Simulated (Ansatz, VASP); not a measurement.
# One calculation of Se, two programs

INCAR

```
PREC     = Accurate       # precision mode
ENCUT    = 520            # plane-wave cutoff, eV
EDIFF    = 1E-6           # SCF threshold, eV
ISMEAR   = -1             # smearing method
SIGMA    = 0.1            # smearing width, eV
LREAL    = F              # projectors in reciprocal space
LASPH    = T              # aspherical terms in the spheres
NELM     = 100            # most SCF steps
ALGO     = Normal         # electronic algorithm
ISIF     = 2              # what is computed and relaxed
LWAVE    = F              # write WAVECAR
LCHARG   = F              # write CHGCAR
GGA      = PE             # functional
NBANDS   = 16             # bands
```

The input KPOINTS:

```
Automatic mesh
0
Gamma
  9 9 11
```

POSCAR

```
Se
1.0
    4.6355198472      0.0000000000      0.0000000000
   -2.3177599236      4.0144779474      0.0000000000
    0.0000000000      0.0000000000      3.2887624802
Se
3
Direct
    0.0000000000      0.0000000000      0.0000000000
    0.3333333333      0.6666666667      0.5000000000
    0.6666666667      0.3333333333      0.5000000000
```

Input for Ansatz:

```yaml
crystal:
  lattice:
    - [4.6355198472, 0.0, 0.0]
    - [-2.3177599236, 4.0144779474, 0.0]
    - [0.0, 0.0, 3.2887624802]
  atoms:
    - { symbol: Se, position: [0.0, 0.0, 0.0] }
    - { symbol: Se, position: [0.3333333333, 0.6666666667, 0.5] }
    - { symbol: Se, position: [0.6666666667, 0.3333333333, 0.5] }
hamiltonian:
  xc: pbe
  pseudopotentials:
    kind: paw
    azcp:
      Se: "pseudopotentials/Se.paw.azcp"
basis:
  ecutwfc: 420
  fft_grid_basis: typed
kpoints:
  mp_grid: { grid: [9, 9, 11], shift: [0, 0, 0] }
magnetization:
  spin_polarized: false
scf:
  occupations: { method: fermi_dirac, width: 0.1 }
  lower_state_search: "off"
output:
  stress: true
  write_density: true
  write_potential: true
  elf: true
  volumetric_format: npy
```

Alike in both runs: task single point; functional PBE; k mesh 9 × 9 × 11; occupations fermi-dirac, width 0.1 eV; no spin polarisation.

|  | VASP | Ansatz |
| --- | --- | --- |
| version | VASP 6.6.1 | Ansatz 0.2.0 |
| potentials or method | VASP PAW PBE potentials, release 64 (Se), cutoff 520 eV | plane waves (420 eV) with PAW, scalar-relativistic |
| valence electrons in the cell | 18 | 48 |

```tsv
	VASP	Ansatz	Ansatz less VASP
pressure (GPa)	3.0	3.0	-0.02
traceless stress, the component that is largest in VASP (GPa)	-0.65	-0.65	+0.002
```

The functional is the same, so the differences come from potentials, cutoffs and numerics. VASP's potentials hold 18 valence electrons a cell and Ansatz's 48, so a difference there can come from the potentials and not from the codes.
